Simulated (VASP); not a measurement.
# C (P6_3/mmc) in VASP: a series of runs, part 2 of 2

VASP 6.6.1. Earlier steps stand in the parts before.

### 4 Single point, LDA

This run uses another cell than the first one, of 5.49 Å³/atom.

Contents of INCAR:

```
ALGO     = Normal         # electronic algorithm
EDIFF    = 1E-6           # SCF threshold, eV
ENCUT    = 520            # plane-wave cutoff, eV
GGA      = CA             # functional
ISIF     = 2              # what is computed and relaxed
ISMEAR   = 0              # smearing method
LASPH    = T              # aspherical terms in the spheres
LCHARG   = T              # write CHGCAR
LELF     = T              # ELF
LREAL    = F              # projectors in reciprocal space
LVHAR    = T            
LWAVE    = F              # write WAVECAR
NBANDS   = 26             # bands
NELM     = 100            # most SCF steps
PREC     = Accurate       # precision mode
SIGMA    = 0.05           # smearing width, eV
```

Contents of KPOINTS:

```
k-points
0
Gamma
  12 12 4
```

Contents of POSCAR:

```
C
1.0
    2.5767618147      0.0000000000      0.0000000000
   -1.2883809073      2.2315411910      0.0000000000
    0.0000000000      0.0000000000      7.6392674604
C
8
Direct
    0.0000000000      0.0000000000      0.0929365318
    0.0000000000      0.0000000000      0.5929365318
    0.0000000000      0.0000000000      0.4070634682
    0.0000000000      0.0000000000      0.9070634682
    0.3333333333      0.6666666667      0.1555443640
    0.6666666667      0.3333333333      0.6555443640
    0.3333333333      0.6666666667      0.3444556360
    0.6666666667      0.3333333333      0.8444556360
```

Potentials or basis: VASP PAW LDA potentials, release 64 (C).

Run with:

```console
$ cat potpaw_LDA.64/C/POTCAR > POTCAR
$ mpirun -np 1 vasp_std > vasp.out
```

OUTCAR:

```text
EDIFF = 1E-6
   ENCUT = 520
   GGA = CA
   ISIF = 2
   ISMEAR = 0
   LASPH = T
   LREAL = F
   NELM = 100
   PREC = Accurate

 ion  position               nearest neighbor table
   1  0.000  0.000  0.093-   4 1.42   5 1.56   5 1.56   5 1.56
   2  0.000  0.000  0.593-   3 1.42   6 1.56   6 1.56   6 1.56
   3  0.000  0.000  0.407-   2 1.42   7 1.56   7 1.56   7 1.56
   4  0.000  0.000  0.907-   1 1.42   8 1.56   8 1.56   8 1.56
   5  0.333  0.667  0.156-   7 1.44   1 1.56   1 1.56   1 1.56
   6  0.667  0.333  0.656-   8 1.44   2 1.56   2 1.56   2 1.56
   7  0.333  0.667  0.344-   5 1.44   3 1.56   3 1.56   3 1.56
   8  0.667  0.333  0.844-   6 1.44   4 1.56   4 1.56   4 1.56

  LATTYP: Found a hexagonal cell.
 ALAT       =     2.5767618147
 C/A-ratio  =     2.9646773779

  Lattice vectors:

 A1 = (   2.5767618147,   0.0000000000,   0.0000000000)
 A2 = (  -1.2883809073,   2.2315411910,   0.0000000000)
 A3 = (   0.0000000000,   0.0000000000,   7.6392674604)

Analysis of symmetry for initial positions (statically):
=====================================================================
 Subroutine PRICEL returns:
 Original cell was already a primitive cell.

 Routine SETGRP: Setting up the symmetry group for a
 hexagonal supercell.

 Subroutine GETGRP returns: Found 24 space group operations
 (whereof 12 operations were pure point group operations)
 out of a pool of 24 trial point group operations.

The static configuration has the point symmetry D_3d.
 The point group associated with its full space group is D_6h.

Analysis of symmetry for dynamics (positions and initial velocities):
=====================================================================
 Subroutine PRICEL returns:
 Original cell was already a primitive cell.

 Routine SETGRP: Setting up the symmetry group for a
 hexagonal supercell.

 Subroutine GETGRP returns: Found 24 space group operations
 (whereof 12 operations were pure point group operations)
 out of a pool of 24 trial point group operations.

The dynamic configuration has the point symmetry D_3d.
 The point group associated with its full space group is D_6h.

 Subroutine INISYM returns: Found 24 space group operations
 (whereof 12 operations are pure point group operations),
 and found     1 'primitive' translations

----------------------------------------------------------------------------------------

                                     Primitive cell

  volume of cell :      43.9269

  direct lattice vectors                    reciprocal lattice vectors
     2.576761815  0.000000000  0.000000000     0.388083988  0.224060395  0.000000000
    -1.288380907  2.231541191  0.000000000     0.000000000  0.448120789  0.000000000
     0.000000000  0.000000000  7.639267460     0.000000000  0.000000000  0.130902604

  length of vectors
     2.576761815  2.576761815  7.639267460     0.448120789  0.448120789  0.130902604

  position of ions in fractional coordinates (direct lattice)
     0.000000000  0.000000000  0.092936532
     0.000000000  0.000000000  0.592936532
     0.000000000  0.000000000  0.407063468
     0.000000000  0.000000000  0.907063468
     0.333333333  0.666666667  0.155544364
     0.666666667  0.333333333  0.655544364
     0.333333333  0.666666667  0.344455636
     0.666666667  0.333333333  0.844455636
[... 45 lines left out ...]
  0.416667 -0.000000  0.000000      6.000000
[... 16 lines left out ...]
  0.250000  0.000000  0.250000     12.000000
  0.333333  0.000000  0.250000     12.000000
 [... further k-points ...]
   k-points           NKPTS =     57   k-points in BZ     NKDIM =     57   number of bands    NBANDS=     26
   number of dos      NEDOS =    301   number of ions     NIONS =      8
   total plane-waves  NPLWV =  24000
   dimension x,y,z NGX =    20 NGY =   20 NGZ =   60
   dimension x,y,z NGXF=    40 NGYF=   40 NGZF=  120
   ions per type =               8
   NGX,Y,Z   is equivalent  to a cutoff of  12.90, 12.90, 13.06 a.u.
   NGXF,Y,Z  is equivalent  to a cutoff of  25.81, 25.81, 26.11 a.u.
 SYSTEM =  unknown system
   PREC   = accura    normal or accurate (medium, high low for compatibility)
   ISTART =      0    job   : 0-new  1-cont  2-samecut
   ICHARG =      2    charge: 1-file 2-atom 10-const
   ISPIN  =      1    spin polarized calculation?
   LNONCOLLINEAR =      F non collinear calculations
   LSORBIT =      F    spin-orbit coupling
   LASPH  =      T    aspherical Exc in radial PAW
   ENCUT  =  520.0 eV  38.22 Ry    6.18 a.u.   4.79  4.79 14.20*2*pi/ulx,y,z
   NELM   =    100;   NELMIN=  2; NELMDL= -5     # of ELM steps
   EDIFF  = 0.1E-05   stopping-criterion for ELM
   LREAL  =      F    real-space projection
   EDIFFG = 0.1E-04   stopping-criterion for IOM
   NSW    =      0    number of steps for IOM
   IBRION =     -1    ionic relax: 0-MD 1-quasi-New 2-CG
   NFREE  =      0    steps in history (QN), initial steepest desc. (CG)
   ISIF   =      2    stress and relaxation
   ISYM   =      2    0-nonsym 1-usesym 2-fastsym
   POTIM  = 0.5000    time-step for ionic-motion
   TEBEG  =    0.0;   TEEND  =   0.0 temperature during run
   PSTRESS=    0.0 pullay stress
   NELECT =      32.0000    total number of electrons
   NUPDOWN=      -1.0000    fix difference up-down
   EMIN   =  10.00;   EMAX   =-10.00  energy-range for DOS
   EFERMI =   0.00;   METHOD = LEGACY
   ISMEAR =     0;   SIGMA  =   0.05  broadening in eV -4-tet -1-fermi 0-gaus
   EFERMI_NEDOS =   21; number of points for ismear=-14 and -15
   IALGO  =     38    algorithm
   IMIX   =      4    mixing-type and parameters
     AMIX     =   0.40;   BMIX     =  1.00
     AMIX_MAG =   1.60;   BMIX_MAG =  1.00
  volume/ion in A,a.u.               =       5.49        37.05
  Fermi-wavevector in a.u.,A,eV,Ry     =   1.473040  2.783642 29.522556  2.169847
  Thomas-Fermi vector in A             =   2.587981
   LORBIT       =      0    0 simple, 1 ext, 2 COOP (PROOUT), +10 PAW based schemes
   GGA     = CA    functional components
   LHFCALC =     F    Hartree Fock is set to
   AEXX    =    0.0000 exact exchange contribution
   IVDW    =     0    specifies the selected vdW correction
   LEPSILON=     F    determine dielectric tensor
   LRPA    =     F    only Hartree local field effects (RPA)
 non-spin polarized calculation
 Gauss-broadening in eV      SIGMA  =   0.05
  energy-cutoff  :      520.00
  volume of cell :       43.93
 maximum number of plane-waves:      1198
 NGX is ok and might be reduce to    20
   NGX =  9   NGY =  9   NGZ = 29

 number of electron      31.9999998 magnetization

 Free energy of the ion-electron system (eV)
  ---------------------------------------------------
  ext. energy  EPLUGINS =         0.00000000
  ---------------------------------------------------
  free energy    TOTEN  =       -79.46807095 eV

  energy without entropy =      -79.46807095  energy(sigma->0) =      -79.46807095

 E-fermi :  10.7774     XC(G=0): -13.6439

 val. band max:       10.5007208096   @ k =   0.0000   0.0000   0.0000
 cond. band min:      13.5204648757   @ k =   0.5000   0.0000   0.0000
 fundamental gap:      3.0197440661
 Fermi energy:        10.7773785140

 k-point     1 :       0.0000    0.0000    0.0000
  band No.  band energies     occupation
      1     -11.6093      2.00000
      2      -9.6445      2.00000
      3      -9.5787      2.00000
      4      -3.9975      2.00000
      5      -3.6463      2.00000
      6       4.5620      2.00000
[... 685 lines left out ...]
     25      21.9617      0.00000
     26      23.3428      0.00000

 [... further k-points ...]

------------------------ aborting loop because EDIFF is reached ----------------------------------------

  FORCE on cell =-STRESS in cart. coord.  units (eV):
  Direction    XX          YY          ZZ          XY          YZ          ZX
  --------------------------------------------------------------------------------------
  -------------------------------------------------------------------------------------
  Total      -10.7184120    -10.7184120     30.7733240     -0.0000000     -0.0000000      0.0000000
  in kB     -390.9400185   -390.9400185   1122.4166299     -0.0000000     -0.0000000      0.0000000
  external PRESSURE =     113.5121976 kB  Pullay stress =       0.0000000 kB

 VOLUME and BASIS-vectors are now :
 -----------------------------------------------------------------------------
  energy-cutoff  :      520.00
  volume of cell :       43.93
      direct lattice vectors                 reciprocal lattice vectors
     2.576761815  0.000000000  0.000000000     0.388083988  0.224060395  0.000000000
    -1.288380907  2.231541191  0.000000000     0.000000000  0.448120789  0.000000000
     0.000000000  0.000000000  7.639267460     0.000000000  0.000000000  0.130902604

 POSITION                                       TOTAL-FORCE (eV/Angst)
 -----------------------------------------------------------------------------------
      0.00000      0.00000      0.70997         0.000000      0.000000      0.987138
      0.00000      0.00000      4.52960         0.000000      0.000000      0.987138
      0.00000      0.00000      3.10967        -0.000000      0.000000     -0.987138
      0.00000      0.00000      6.92930        -0.000000      0.000000     -0.987138
     -0.00000      1.48769      1.18824         0.000000     -0.000000     -1.284194
      1.28838      0.74385      5.00788         0.000000      0.000000     -1.284194
     -0.00000      1.48769      2.63139        -0.000000     -0.000000      1.284194
      1.28838      0.74385      6.45102        -0.000000     -0.000000      1.284194
 -----------------------------------------------------------------------------------
    total drift:                                0.000000     -0.000000     -0.000000

  FREE ENERGIE OF THE ION-ELECTRON SYSTEM (eV)
  ---------------------------------------------------
  free  energy   TOTEN  =       -79.4680709486 eV

  energy  without entropy=      -79.4680709486  energy(sigma->0) =      -79.46807095
```

Wall time 31 s (1 thread of Intel Xeon Platinum 8559C (Emerald Rapids), shared host); peak memory 0.16 GiB.

What came out:

```yaml
Free_energy: -79.4681 eV
Pressure: 11.4 GPa
Largest_force: 1.284 eV/Å
Band_gap_on_the_k_mesh: 3.02 eV (least direct gap 3.97 eV)
```

Forces in eV/Å, atoms in the order of the input:
```
C    0.000  0.000  0.987
C    0.000  0.000  0.987
C    0.000  0.000 -0.987
C    0.000  0.000 -0.987
C    0.000  0.000 -1.284
C    0.000  0.000 -1.284
C    0.000  0.000  1.284
C    0.000  0.000  1.284
```

Caveat: the stress differs along the axes, from -39 to 112 GPa; forces of over 1 eV/Å act on the atoms, so gaps and moduli don't describe the material at rest. A k mesh can miss the band edges.

### 5 The runs side by side

| cell | gap on the mesh (eV) | pressure (GPa) | largest force (eV/Å) |
| --- | --- | --- | --- |
| a = 2.548, b = 2.548, c = 7.831 Å, angles 90.0, 90.0, 120.0°, 8 atoms, atomic positions A | 3.63 | 4.9 | 0.57 |
| a = 2.402, b = 2.402, c = 8.789 Å, angles 90.0, 90.0, 120.0°, 8 atoms, atomic positions B | 0.42 | 19.9 | 2.07 |
| a = 2.577, b = 2.577, c = 7.639 Å, angles 90.0, 90.0, 120.0°, 8 atoms, atomic positions C | 3.02 | 11.4 | 1.28 |

Alike in all rows: task single point; level LDA; potentials or basis VASP PAW LDA potentials, release 64 (C); no spin polarisation; k mesh 12 × 12 × 4; cutoff (eV) 520; smearing gaussian 0.05 eV.

Caveats: forces of over 1 eV/Å act on the atoms, so gaps and moduli don't describe the material at rest (at least some runs); the stress differs along the axes, from -26 to 66 GPa (at least some runs); the stress differs along the axes, from -52 to 56 GPa (at least some runs); semilocal functionals underestimate gaps, and a narrow one can read as zero (at least some runs); the stress differs along the axes, from -39 to 112 GPa (at least some runs).

Total energies depend on the potentials used, so only differences within one code and one set of settings carry meaning.
